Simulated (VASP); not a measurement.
# Si7RuO16 (a cell with a defect) in VASP: notebook, part 2 of 2

VASP 6.6.1.

### 5 Single point, PBE, collinear spin, ferromagnetic start

INCAR

```
PREC     = Accurate       # precision mode
ENCUT    = 520            # plane-wave cutoff, eV
EDIFF    = 1E-6           # SCF threshold, eV
ISMEAR   = 0              # smearing method
SIGMA    = 0.01           # smearing width, eV
LREAL    = F              # projectors in reciprocal space
LASPH    = T              # aspherical terms in the spheres
NELM     = 200            # most SCF steps
ALGO     = Normal         # electronic algorithm
ISIF     = 2              # what is computed and relaxed
LWAVE    = F              # write WAVECAR
LCHARG   = F              # write CHGCAR
ISPIN    = 2              # spin polarisation
MAGMOM   = 0 0 0 0 0 0 0 1 0 0 0 0 0 0 0 0 0 0 0 0 0 0 0 0 # initial moments
LORBIT   = 11             # projections on sites
NUPDOWN  = 1.0            # fixed moment
LMAXMIX  = 4              # l up to which the mixer works
GGA      = PE             # functional
NBANDS   = 91             # bands
NELECT   = 139.0        
GGA_COMPAT= F
```

KPOINTS

```
Automatic mesh
0
Gamma
  1 1 1
  0.25 0.25 0.25
```

POSCAR

```
Si7RuO16
1.0
    0.0000000000      5.0813926900      7.0944098900
    5.0813926900      0.0000000000      7.0944098900
    5.0813926900      5.0813926900      0.0000000000
Si Ru O
7 1 16
Direct
    0.2714760457      0.2534855326      0.4380640220
    0.7274635897      0.7476324363      0.9635119019
    0.0459599371      0.6994452597      0.1278800908
    0.5948285728      0.1561263521      0.6204624005
    0.4046935577      0.8445006100      0.3710487085
    0.9526626986      0.3016443859      0.8741959272
   -0.0001255380      0.0002771340      0.3064811105
    0.4988379871      0.5007173276      0.8017336099
    0.1493252354      0.2328925484      0.6771696409
    0.5308624192      0.7681781569      0.1471629129
    0.4680522802      0.3062393897      0.7844290726
    0.9587881808      0.8593047775      0.2697882120
    0.4666845213      0.2339271165      0.4477767274
    0.8465771546      0.7701378658      1.0622263424
    0.1974382483      0.8562791941      0.4188208398
    0.7887818420      0.2911942412      0.8429627943
    0.0426499161      0.1393785582      0.0869160742
    0.5317165851      0.6930515445      0.5580987586
    0.3473980424      0.0739808565      0.3336787861
    0.8680290841      0.5277433820      0.8937234292
    0.2076177782      0.7106285558      0.9199419728
    0.8012635226      0.1454113050      0.4712119027
    0.1327281089      0.4719403784      0.2864035151
    0.6540735641      0.9255712614      0.7539044924
```

Command:

```bash
> cat potpaw_PBE.64/Si/POTCAR potpaw_PBE.64/Ru_pv/POTCAR potpaw_PBE.64/O/POTCAR > POTCAR
> mpirun -np 1 vasp_std > vasp.out
```

Run time: 7.6 min. Hardware: 1 thread of Intel Xeon Platinum 8488C (Sapphire Rapids), shared host; peak memory 0.84 GiB.

It converged, with:

```yaml
Free_energy: -182.3193 eV
Largest_force: 0.209 eV/Å
Net_moment: 1.00 μB per cell
Site_moments: Si +0.00; Ru +0.74; O +0.00, +0.01, -0.00, +0.07 (each value once) μB
Valence_electrons_inside_the_program's_atomic_spheres: Si 1.64; Ru 12.44; O 5.25, 5.24, 5.10, 5.11, 5.23 (each value once)
```

Forces in eV/Å, atoms in the order of the input:
```
Si   0.020 -0.030 -0.008
Si  -0.025  0.023  0.016
Si   0.039 -0.034 -0.023
Si  -0.097 -0.021  0.023
Si  -0.016 -0.108 -0.029
Si  -0.034  0.034  0.024
Si  -0.002  0.000 -0.012
Ru  -0.084 -0.051 -0.016
O   -0.001 -0.002  0.010
O    0.026  0.012  0.011
O    0.092 -0.022  0.186
O    0.002  0.008  0.006
O    0.004  0.028 -0.019
O   -0.010 -0.005 -0.022
O   -0.005  0.019  0.009
O   -0.030  0.064 -0.079
O    0.022  0.007  0.005
O   -0.029  0.107 -0.160
O   -0.015  0.026 -0.014
O    0.023 -0.020  0.007
O    0.089 -0.038  0.089
O    0.010 -0.007 -0.003
O   -0.009  0.029 -0.005
O    0.031 -0.020  0.002
```

Caveat: the k points lie up to 0.49 Å⁻¹ apart; the cell carries a net charge on a neutralising background, which shifts energy and pressure; the total moment is fixed, so each spin has its own Fermi level and the state may be an excited one.

### 6 Single point, PBE, collinear spin, ferromagnetic start

INCAR

```
PREC = Accurate
ENCUT = 520
EDIFF = 1E-6
ISMEAR = 0
SIGMA = 0.01
LREAL = F
LASPH = T
NELM = 200
ALGO = Normal
ISIF = 2
LWAVE = F
LCHARG = F
ISPIN = 2
MAGMOM = 0 0 0 0 0 0 0 5 0 0 0 0 0 0 0 0 0 0 0 0 0 0 0 0
LORBIT = 11
NUPDOWN = 5.0
LMAXMIX = 4
GGA = PE
NBANDS = 91
NELECT = 139.0
GGA_COMPAT = F
```

KPOINTS is that of step 5.

POSCAR

```
Si7RuO16
1.0
    0.0000000000      5.0813926900      7.0944098900
    5.0813926900      0.0000000000      7.0944098900
    5.0813926900      5.0813926900      0.0000000000
Si Ru O
7 1 16
Direct
    0.2542854754      0.2516515805      0.4442897036
    0.7439499808      0.7501786243      0.9503803256
    0.0429854753      0.6984710339      0.1497371688
    0.5896670268      0.1558912163      0.6048993134
    0.4082706232      0.8456143963      0.3509776977
    0.9553829096      0.3031490635      0.8909747623
   -0.0010379291      0.0007008600      0.3106699272
    0.4987352147      0.5006254165      0.7879291711
    0.1365530055      0.2198962406      0.6845458692
    0.5371715549      0.7816954083      0.1220842060
    0.4470011654      0.3185453089      0.7560750761
    0.9398072768      0.8700195927      0.2842777798
    0.4613150098      0.2201098519      0.4401779851
    0.8627731252      0.7821345895      1.0393435023
    0.2039550353      0.8451315291      0.4156804404
    0.7575398126      0.3209027885      0.9027790969
    0.0576634637      0.1312349542      0.0941419287
    0.5504372549      0.6829923883      0.5225006587
    0.3242235368      0.0833225388      0.3283584295
    0.9003733895      0.5206489937      0.8955423631
    0.2415551911      0.6808262753      0.9831949960
    0.7942361728      0.1561170097      0.4654912827
    0.0974427726      0.4807064549      0.3159936725
    0.6735765835      0.9181060364      0.7359390928
```

Potentials or basis: VASP PAW PBE potentials, release 64 (Si, Ru_pv, O).

Command:

```bash
> cat potpaw_PBE.64/Si/POTCAR potpaw_PBE.64/Ru_pv/POTCAR potpaw_PBE.64/O/POTCAR > POTCAR
> mpirun -np 1 vasp_std > vasp.out
```

Wall time 6.6 min (1 thread of Intel Xeon Platinum 8488C (Sapphire Rapids), shared host); peak memory 0.86 GiB.

It converged, with:

- Free energy: -182.2887 eV
- Largest force: 0.093 eV/Å
- Net moment: 5.00 μB per cell
- Site moments: Si +0.00, +0.02, +0.01, -0.00 (each value once); Ru +3.59; O +0.00, +0.01, +0.20, +0.19 (each value once) μB
- Valence electrons inside the program's atomic spheres: Si 1.63, 1.65 (each value once); Ru 12.14; O 5.24, 5.23, 5.10, 5.22, 5.12, 5.25 (each value once)

Forces on the atoms (eV/Å):
```
Si  -0.005 -0.008  0.003
Si  -0.027 -0.003  0.000
Si   0.062 -0.031 -0.062
Si  -0.040 -0.014  0.003
Si  -0.023 -0.036 -0.011
Si  -0.019  0.055  0.069
Si   0.019  0.017 -0.021
Ru   0.023  0.007  0.002
O    0.008 -0.015  0.005
O    0.014  0.011  0.018
O    0.061  0.000  0.003
O   -0.017 -0.002  0.018
O    0.007  0.001 -0.018
O   -0.009  0.015 -0.012
O    0.004  0.000  0.008
O    0.013 -0.041 -0.062
O    0.002 -0.015 -0.007
O   -0.002  0.064 -0.002
O    0.000  0.002 -0.014
O   -0.007 -0.010 -0.008
O   -0.061  0.009  0.050
O   -0.008  0.001  0.002
O   -0.006  0.002  0.014
O    0.011 -0.005  0.020
```

Caveat: the k points lie up to 0.49 Å⁻¹ apart; the cell carries a net charge on a neutralising background, which shifts energy and pressure; the total moment is fixed, so each spin has its own Fermi level and the state may be an excited one.
